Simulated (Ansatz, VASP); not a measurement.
## AlRu: VASP beside Ansatz

The input INCAR:

```
PREC = Accurate
ENCUT = 520
EDIFF = 1E-7
ISMEAR = 0
SIGMA = 0.15
LREAL = F
LASPH = T
NELM = 60
ALGO = Fast
ISIF = 2
LWAVE = F
LCHARG = F
GGA = CA
NBANDS = 16
```

The input KPOINTS:

```
Automatic mesh
0
Gamma
  16 16 16
```

File POSCAR:

```
AlRu
1.0
    2.9916000000      0.0000000000      0.0000000000
    0.0000000000      2.9916000000      0.0000000000
    0.0000000000      0.0000000000      2.9916000000
Al Ru
1 1
Direct
    0.0000000000     -0.0334269287      0.0000000000
    0.5000000000      0.5000000000      0.5000000000
```

Input for Ansatz:

```yaml
crystal:
  lattice:
    - [2.9916, 0.0, 0.0]
    - [0.0, 2.9916, 0.0]
    - [0.0, 0.0, 2.9916]
  atoms:
    - { symbol: Al, position: [0.0, -0.0334269287, 0.0] }
    - { symbol: Ru, position: [0.5, 0.5, 0.5] }
basis:
  ecutwfc: 420
kpoints:
  mp_grid: { grid: [16, 16, 16] }
hamiltonian:
  xc: lda
scf:
  occupations: { method: gaussian, width: 0.15 }
output:
  forces: true
  stress: true
  eigenvalues: true
```

Change from the starting cell: all Al atoms moved -0.100 Å, as atom 1 along Cartesian [0 1 0].

Alike in both runs: task single point; functional LDA; k mesh 16 × 16 × 16; occupations gaussian, width 0.15 eV; no spin polarisation.

|  | VASP | Ansatz |
| --- | --- | --- |
| version | VASP 6.6.1 | Ansatz 0.2.0 |
| potentials or method | VASP PAW LDA potentials, release 64 (Al, Ru_pv), cutoff 520 eV | scalar-relativistic, plane waves, PAW |
| valence electrons in the cell | 17 | 19 |

|  | VASP | Ansatz | Ansatz less VASP |
| --- | --- | --- | --- |
| gap on the k mesh at the Fermi level (eV) | none | none | - |
| pressure (GPa) | -6.8 | -7.3 | -0.52 |
| traceless stress, the component that is largest in VASP (GPa) | -0.48 | -0.47 | +0.013 |
| rms of the force components (eV/Å) | 0.415 | 0.408 | -0.0074 |

LDA's correlation is that of Perdew and Zunger in VASP and of Perdew and Wang (1992) in Ansatz. Atom by atom the forces differ by 0.007 eV/Å (rms over components). A gap of «none» marks a metal or a gap that the smearing closes. VASP's potentials hold 17 valence electrons a cell and Ansatz's 19, so a difference there can come from the potentials and not from the codes.
